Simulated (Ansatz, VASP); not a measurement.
## Two plane-wave programs on GeW

File INCAR:

```
SYSTEM = GeW
ALGO     = Normal         ! electronic algorithm
EDIFF    = 1E-6           ! SCF threshold, eV
EDIFFG   = -0.04          ! ionic threshold
ENCUT    = 600            ! plane-wave cutoff, eV
GGA      = PE             ! functional
IBRION   = 2              ! ionic algorithm
ISIF     = 3              ! what is computed and relaxed
ISMEAR   = 0              ! smearing method
LASPH    = .True.         ! aspherical terms in the spheres
LCHARG   = .False.        ! write CHGCAR
LREAL    = .False.        ! projectors in reciprocal space
LWAVE    = .False.        ! write WAVECAR
NELM     = 60             ! most SCF steps
NSW      = 90             ! ionic steps
PREC     = Accurate       ! precision mode
SIGMA    = 0.1            ! smearing width, eV
```

Contents of KPOINTS:

```
k-points
0
Gamma
  6 6 4
  0 0 0
```

The input POSCAR:

```
GeW
1.0
    3.6422913500      0.0000000000      0.0000000000
   -1.8211456700      3.1543168300      0.0000000000
    0.0000000000      0.0000000000      5.1667589400
Ge W
2 2
Direct
    0.3333333300      0.6666666700      0.2500000000
    0.6666666700      0.3333333300      0.7500000000
    0.0000000000      0.0000000000      0.0000000000
    0.0000000000      0.0000000000      0.5000000000
```

Input for Ansatz:

```yaml
crystal:
  lattice:
    - [3.64229135, 0.0, 0.0]
    - [-1.82114567, 3.15431683, 0.0]
    - [0.0, 0.0, 5.16675894]
  atoms:
    - { symbol: Ge, position: [0.33333333, 0.66666667, 0.25] }
    - { symbol: Ge, position: [0.66666667, 0.33333333, 0.75] }
    - { symbol: W, position: [0.0, 0.0, 0.0] }
    - { symbol: W, position: [0.0, 0.0, 0.5] }
basis:
  ecutwfc: 420
kpoints:
  mp_grid: { grid: [6, 6, 4] }
hamiltonian:
  xc: pbe
scf:
  occupations: { method: gaussian, width: 0.1 }
  lower_state_search: "off"
output:
  forces: true
  stress: true
  eigenvalues: true
relax:
  adjacent_minimum: "off"
  f_tol: 0.04
  max_steps: 70
  cell: { stress_tol: 0.4 }
```

Change from the starting cell: species swapped into the TeRh type (P6_3/mmc, No. 194).

Alike in both runs: task relaxation of cell and atoms; functional PBE; k mesh 6 × 6 × 4; occupations gaussian, width 0.1 eV; no spin polarisation.

```csv
,VASP,Ansatz
version,VASP 6.6.1,Ansatz 0.2.0
potentials or method,"VASP PAW PBE potentials, release 64 (Ge_d, W_sv), cutoff 600 eV","scalar-relativistic, plane waves, PAW"
valence electrons in the cell,56,56
```

|  | VASP | Ansatz | Ansatz less VASP |
| --- | --- | --- | --- |
| gap on the k mesh at the Fermi level, each at its own relaxed structure (eV) | none | none | - |
| relaxed volume (Å³/atom) | 16.05 | 16.06 | +0.007 |
| relaxed cell length with the largest relative difference (Å) | 7.367 | 7.362 | -0.0053 |

A gap of «none» marks a metal or a gap that the smearing closes.

Neither program's run includes spin-orbit coupling.
